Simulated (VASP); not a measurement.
# La (Fm-3m) in VASP: a series of runs

Runs on La. Level: PBE. Tasks: single point.

Program: VASP 6.6.1. These are calculated values, not measurements. Logs are shortened: lines on timing, memory, paths and dates and some standing lists are left out, and cuts for length are marked.

### Step 1. The cell of the first run

The structure is cubic, space group Fm-3m (No. 225). Conventional cell: a = 5.224 Å, b = 5.224 Å, c = 5.224 Å, α = 90.00°, β = 90.00°, γ = 90.00°. La (site symmetry m-3m) has 12 La at 3.69 Å within 4.9 Å.

This isn't the form of La at room conditions, which is double hcp.

### Step 2. Single point, PBE (35.65 Å³/atom)

Input file INCAR:

```
PREC = Accurate
ENCUT = 520
EDIFF = 1E-7
ISMEAR = -1
SIGMA = 0.05
LREAL = F
LASPH = T
NELM = 60
ALGO = Normal
ISIF = 2
LWAVE = F
LCHARG = F
GGA = PE
NBANDS = 12
```

Input file KPOINTS:

```
regular mesh
0
Gamma
  11 11 11
```

Input file POSCAR:

```
La
1.0
    0.0000000000      2.6122118291      2.6122118291
    2.6122118291      0.0000000000      2.6122118291
    2.6122118291      2.6122118291      0.0000000000
La
1
Direct
    0.0000000000      0.0000000000      0.0000000000
```

Potentials or basis: VASP PAW PBE potentials, release 64 (La).

The run is started by

```bash
> cat potpaw_PBE.64/La/POTCAR > POTCAR
> mpirun -np 1 vasp_std > vasp.out
```

OUTCAR:

```text
PREC = Accurate
   ENCUT = 520
   EDIFF = 1E-7
   ISMEAR = -1
   LREAL = F
   LASPH = T
   NELM = 60
   ISIF = 2
   GGA = PE

 ion  position               nearest neighbor table
   1  0.000  0.000  0.000-

  LATTYP: Found a face centered cubic cell.
 ALAT       =     5.2244236582

  Lattice vectors:

 A1 = (   0.0000000000,   2.6122118291,   2.6122118291)
 A2 = (   2.6122118291,   0.0000000000,   2.6122118291)
 A3 = (   2.6122118291,   2.6122118291,   0.0000000000)

Analysis of symmetry for initial positions (statically):
=====================================================================
 Subroutine PRICEL returns:
 Original cell was already a primitive cell.

 Routine SETGRP: Setting up the symmetry group for a
 face centered cubic supercell.

 Subroutine GETGRP returns: Found 48 space group operations
 (whereof 48 operations were pure point group operations)
 out of a pool of 48 trial point group operations.

The static configuration has the point symmetry O_h .

Analysis of symmetry for dynamics (positions and initial velocities):
=====================================================================
 Subroutine PRICEL returns:
 Original cell was already a primitive cell.

 Routine SETGRP: Setting up the symmetry group for a
 face centered cubic supercell.

 Subroutine GETGRP returns: Found 48 space group operations
 (whereof 48 operations were pure point group operations)
 out of a pool of 48 trial point group operations.

The dynamic configuration has the point symmetry O_h .

 Subroutine INISYM returns: Found 48 space group operations
 (whereof 48 operations are pure point group operations),
 and found     1 'primitive' translations

----------------------------------------------------------------------------------------

                                     Primitive cell

  volume of cell :      35.6496

  direct lattice vectors                    reciprocal lattice vectors
     0.000000000  2.612211829  2.612211829    -0.191408673  0.191408673  0.191408673
     2.612211829  0.000000000  2.612211829     0.191408673 -0.191408673  0.191408673
     2.612211829  2.612211829  0.000000000     0.191408673  0.191408673 -0.191408673

  length of vectors
     3.694225397  3.694225397  3.694225397     0.331529547  0.331529547  0.331529547

  position of ions in fractional coordinates (direct lattice)
     0.000000000  0.000000000  0.000000000

  ion indices of the primitive-cell ions
   primitive index   ion index
                 1           1

----------------------------------------------------------------------------------------

 KPOINTS: regular mesh

Automatic generation of k-mesh.
 Grid dimensions read from file:
 generate k-points for:   11   11   11

 Generating k-lattice:

  Cartesian coordinates                     Fractional coordinates (reciprocal lattice)
    -0.017400788  0.017400788  0.017400788     0.090909091  0.000000000  0.000000000
     0.017400788 -0.017400788  0.017400788     0.000000000  0.090909091  0.000000000
     0.017400788  0.017400788 -0.017400788     0.000000000  0.000000000  0.090909091

  Length of vectors
     0.030139050  0.030139050  0.030139050

  Shift w.r.t. Gamma in fractional coordinates (k-lattice)
     0.000000000  0.000000000  0.000000000

 Subroutine IBZKPT returns following result:
 ===========================================

 Found     56 irreducible k-points:

 Following reciprocal coordinates:
            Coordinates               Weight
  0.000000  0.000000  0.000000      1.000000
  0.090909  0.000000  0.000000      8.000000
  0.181818  0.000000  0.000000      8.000000
  0.272727  0.000000  0.000000      8.000000
  0.363636  0.000000  0.000000      8.000000
  0.454545  0.000000  0.000000      8.000000
[... 16 lines left out ...]
 -0.272727  0.181818  0.000000     24.000000
 -0.181818  0.181818  0.000000     12.000000
 [... further k-points ...]
   k-points           NKPTS =     56   k-points in BZ     NKDIM =     56   number of bands    NBANDS=     12
   number of dos      NEDOS =    301   number of ions     NIONS =      1
   total plane-waves  NPLWV =  21952
   dimension x,y,z NGX =    28 NGY =   28 NGZ =   28
   dimension x,y,z NGXF=    56 NGYF=   56 NGZF=   56
   ions per type =               1
   NGX,Y,Z   is equivalent  to a cutoff of  12.60, 12.60, 12.60 a.u.
   NGXF,Y,Z  is equivalent  to a cutoff of  25.20, 25.20, 25.20 a.u.
 SYSTEM =  unknown system
   PREC   = accura    normal or accurate (medium, high low for compatibility)
   ISTART =      0    job   : 0-new  1-cont  2-samecut
   ICHARG =      2    charge: 1-file 2-atom 10-const
   ISPIN  =      1    spin polarized calculation?
   LNONCOLLINEAR =      F non collinear calculations
   LSORBIT =      F    spin-orbit coupling
   LASPH  =      T    aspherical Exc in radial PAW
   ENCUT  =  520.0 eV  38.22 Ry    6.18 a.u.   6.87  6.87  6.87*2*pi/ulx,y,z
   NELM   =     60;   NELMIN=  2; NELMDL= -5     # of ELM steps
   EDIFF  = 0.1E-06   stopping-criterion for ELM
   LREAL  =      F    real-space projection
   EDIFFG = 0.1E-05   stopping-criterion for IOM
   NSW    =      0    number of steps for IOM
   IBRION =     -1    ionic relax: 0-MD 1-quasi-New 2-CG
   NFREE  =      0    steps in history (QN), initial steepest desc. (CG)
   ISIF   =      2    stress and relaxation
   ISYM   =      2    0-nonsym 1-usesym 2-fastsym
   POTIM  = 0.5000    time-step for ionic-motion
   TEBEG  =    0.0;   TEEND  =   0.0 temperature during run
   PSTRESS=    0.0 pullay stress
   NELECT =      11.0000    total number of electrons
   NUPDOWN=      -1.0000    fix difference up-down
   EMIN   =  10.00;   EMAX   =-10.00  energy-range for DOS
   EFERMI =   0.00;   METHOD = LEGACY
   ISMEAR =    -1;   SIGMA  =   0.05  broadening in eV -4-tet -1-fermi 0-gaus
   EFERMI_NEDOS =   21; number of points for ismear=-14 and -15
   IALGO  =     38    algorithm
   IMIX   =      4    mixing-type and parameters
     AMIX     =   0.40;   BMIX     =  1.00
     AMIX_MAG =   1.60;   BMIX_MAG =  1.00
  volume/ion in A,a.u.               =      35.65       240.58
  Fermi-wavevector in a.u.,A,eV,Ry     =   1.106252  2.090513 16.650716  1.223793
  Thomas-Fermi vector in A             =   2.242750
   LORBIT       =      0    0 simple, 1 ext, 2 COOP (PROOUT), +10 PAW based schemes
   GGA     = PE    functional components
[... 5 lines left out ...]
 non-spin polarized calculation
  energy-cutoff  :      520.00
  volume of cell :       35.65
 maximum number of plane-waves:       969
   NGX = 13   NGY = 13   NGZ = 13

 number of electron      10.9999999 magnetization

 Free energy of the ion-electron system (eV)
  ---------------------------------------------------
  ext. energy  EPLUGINS =         0.00000000
  ---------------------------------------------------
  free energy    TOTEN  =        -4.88512316 eV

  energy without entropy =       -4.87021719  energy(sigma->0) =       -4.87767017

 E-fermi :   8.2446     XC(G=0):  -9.7278

 val. band max:        8.1604843602   @ k =   0.3636   0.1818   0.0000
 cond. band min:       8.2475149517   @ k =   0.1818   0.1818   0.0000
 fundamental gap:      0.0870305915
 Fermi energy:         8.2445522903

 k-point     1 :       0.0000    0.0000    0.0000
  band No.  band energies     occupation
      1     -24.5490      2.00000
      2      -7.4591      2.00000
      3      -7.4591      2.00000
      4      -7.4591      2.00000
      5       5.1213      2.00000
      6       9.5984      0.00000
      7       9.7816      0.00000
      8       9.7816      0.00000
      9       9.7816      0.00000
     10      10.1423      0.00000
     11      10.1423      0.00000
     12      10.1423      0.00000

 k-point     2 :       0.0909    0.0000    0.0000
  band No.  band energies     occupation
      1     -24.5313      2.00000
      2      -7.5999      2.00000
      3      -7.4753      2.00000
      4      -7.4753      2.00000
      5       5.3795      2.00000
      6       9.1504      0.00000
      7       9.8137      0.00000
      8       9.8137      0.00000
      9      10.0503      0.00000
     10      10.1432      0.00000
     11      10.1432      0.00000
     12      10.2224      0.00000

 k-point     3 :       0.1818    0.0000    0.0000
  band No.  band energies     occupation
      1     -24.4834      2.00000
      2      -7.9594      2.00000
      3      -7.5184      2.00000
      4      -7.5184      2.00000
      5       6.0061      2.00000
      6       8.7697      0.00005
      7       9.8442      0.00000
      8       9.8442      0.00000
      9       9.9798      0.00000
     10      10.1487      0.00000
     11      10.1487      0.00000
     12      10.5245      0.00000

 k-point     4 :       0.2727    0.0000    0.0000
  band No.  band energies     occupation
      1     -24.4195      2.00000
      2      -8.3971      2.00000
      3      -7.5738      2.00000
      4      -7.5738      2.00000
      5       6.5191      2.00000
      6       8.9327      0.00000
      7       9.7879      0.00000
      8       9.7879      0.00000
      9       9.8525      0.00000
     10      10.1608      0.00000
     11      10.1608      0.00000
     12      10.7578      0.00000

 k-point     5 :       0.3636    0.0000    0.0000
  band No.  band energies     occupation
      1     -24.3596      2.00000
      2      -8.7727      2.00000
      3      -7.6238      2.00000
      4      -7.6238      2.00000
      5       6.5878      2.00000
      6       9.6254      0.00000
      7       9.6684      0.00000
      8       9.6684      0.00000
      9       9.7844      0.00000
     10      10.1726      0.00000
     11      10.1726      0.00000
     12      10.7193      0.00000

 k-point     6 :       0.4545    0.0000    0.0000
  band No.  band energies     occupation
      1     -24.3235      2.00000
      2      -8.9860      2.00000
      3      -7.6532      2.00000
      4      -7.6532      2.00000
      5       6.5233      2.00000
      6       9.5761      0.00000
      7       9.5761      0.00000
      8       9.6345      0.00000
      9      10.1791      0.00000
     10      10.1791      0.00000
     11      10.1877      0.00000
     12      10.6660      0.00000

 k-point     7 :       0.0909    0.0909    0.0000
  band No.  band energies     occupation
      1     -24.5254      2.00000
      2      -7.5965      2.00000
      3      -7.5057      2.00000
      4      -7.5057      2.00000
      5       5.4671      2.00000
      6       9.0026      0.00000
      7       9.8618      0.00000
      8       9.8618      0.00000
      9      10.0085      0.00000
     10      10.1679      0.00000
     11      10.2003      0.00000
     12      10.2003      0.00000

 k-point     8 :       0.1818    0.0909    0.0000
  band No.  band energies     occupation
      1     -24.4876      2.00000
      2      -7.8642      2.00000
      3      -7.5603      2.00000
      4      -7.5369      2.00000
      5       5.9867      2.00000
      6       8.6229      0.00103
      7       9.7383      0.00000
      8       9.9221      0.00000
      9      10.0150      0.00000
     10      10.1828      0.00000
     11      10.2413      0.00000
     12      10.4325      0.00000
[... 166 lines left out ...]
 k-point    20 :       0.4545    0.1818    0.0000
  band No.  band energies     occupation
      1     -24.3111      2.00000
      2      -8.7736      2.00000
      3      -7.8963      2.00000
      4      -7.7705      2.00000
      5       7.1453      2.00000
      6       8.3913      0.10088
      7       9.2135      0.00000
      8      10.0022      0.00000
      9      10.2340      0.00000
     10      10.2549      0.00000
     11      10.4111      0.00000
     12      10.6017      0.00000

 k-point    21 :      -0.4545    0.1818    0.0000
  band No.  band energies     occupation
      1     -24.2906      2.00000
      2      -8.8671      2.00000
      3      -7.9849      2.00000
      4      -7.7491      2.00000
      5       7.2175      2.00000
      6       8.3390      0.26291
      7       9.7338      0.00000
      8       9.9237      0.00000
      9      10.1698      0.00000
     10      10.1917      0.00000
     11      10.4564      0.00000
     12      10.6437      0.00000

 k-point    22 :      -0.3636    0.1818    0.0000
  band No.  band energies     occupation
      1     -24.3026      2.00000
      2      -8.7988      2.00000
      3      -8.0194      2.00000
      4      -7.6944      2.00000
      5       7.3708      2.00000
      6       8.4200      0.05807
      7       9.6170      0.00000
      8       9.8767      0.00000
      9      10.1386      0.00000
     10      10.1470      0.00000
     11      10.4615      0.00000
     12      10.6402      0.00000

 k-point    23 :      -0.2727    0.1818    0.0000
  band No.  band energies     occupation
      1     -24.3429      2.00000
      2      -8.6011      2.00000
      3      -7.9733      2.00000
      4      -7.6226      2.00000
      5       7.4940      2.00000
      6       8.6917      0.00026
      7       8.8127      0.00002
      8       9.8901      0.00000
      9      10.0611      0.00000
     10      10.2626      0.00000
     11      10.4147      0.00000
     12      10.6762      0.00000

 k-point    24 :      -0.1818    0.1818    0.0000
  band No.  band energies     occupation
      1     -24.3981      2.00000
      2      -8.3529      2.00000
      3      -7.8347      2.00000
      4      -7.5561      2.00000
      5       7.1395      2.00000
      6       8.3806      0.12353
      7       9.1507      0.00000
      8       9.9570      0.00000
      9       9.9574      0.00000
     10      10.2960      0.00000
     11      10.3344      0.00000
     12      10.6350      0.00000

 [... further k-points ...]
[... 5 lines left out ...]
  --------------------------------------------------------------------------------------
  -------------------------------------------------------------------------------------
  Total        0.2420747      0.2420747      0.2420747     -0.0000000     -0.0000000     -0.0000000
  in kB       10.8793968     10.8793968     10.8793968     -0.0000000     -0.0000000     -0.0000000
  external PRESSURE =      10.8793968 kB  Pullay stress =       0.0000000 kB

 VOLUME and BASIS-vectors are now :
 -----------------------------------------------------------------------------
  energy-cutoff  :      520.00
  volume of cell :       35.65
      direct lattice vectors                 reciprocal lattice vectors
     0.000000000  2.612211829  2.612211829    -0.191408673  0.191408673  0.191408673
     2.612211829  0.000000000  2.612211829     0.191408673 -0.191408673  0.191408673
     2.612211829  2.612211829  0.000000000     0.191408673  0.191408673 -0.191408673

 POSITION                                       TOTAL-FORCE (eV/Angst)
 -----------------------------------------------------------------------------------
      0.00000      0.00000      0.00000        -0.000000     -0.000000      0.000000
 -----------------------------------------------------------------------------------
    total drift:                                0.000000      0.000000      0.000000

  FREE ENERGIE OF THE ION-ELECTRON SYSTEM (eV)
  ---------------------------------------------------
  free  energy   TOTEN  =        -4.8851231584 eV

  energy  without entropy=       -4.8702171898  energy(sigma->0) =       -4.87767017
```

Wall time 28 s (1 thread of Intel Xeon Platinum 8488C (Sapphire Rapids), shared host); peak memory 0.18 GiB.

What came out:

- Free energy: -4.8851 eV
- Pressure: 1.1 GPa
- Band gap on the k mesh: zero (an odd number of electrons rules out a gap without spin polarisation)

Levels at points of the mesh, in eV from the Fermi level:
| k point | band 2 | band 3 | band 4 | band 5 | band 6 | band 7 | band 8 | band 9 |
| --- | --- | --- | --- | --- | --- | --- | --- | --- |
| (0.00, 0.00, 0.00) | -15.70 | -15.70 | -15.70 | -3.12 | 1.35 | 1.54 | 1.54 | 1.54 |

Caveat: spin-orbit coupling is left out, which moves the levels of the heavy elements.

[end of part 1 of 2]

The gap in the log of VASP goes by the Fermi energy; the results here count the filled bands.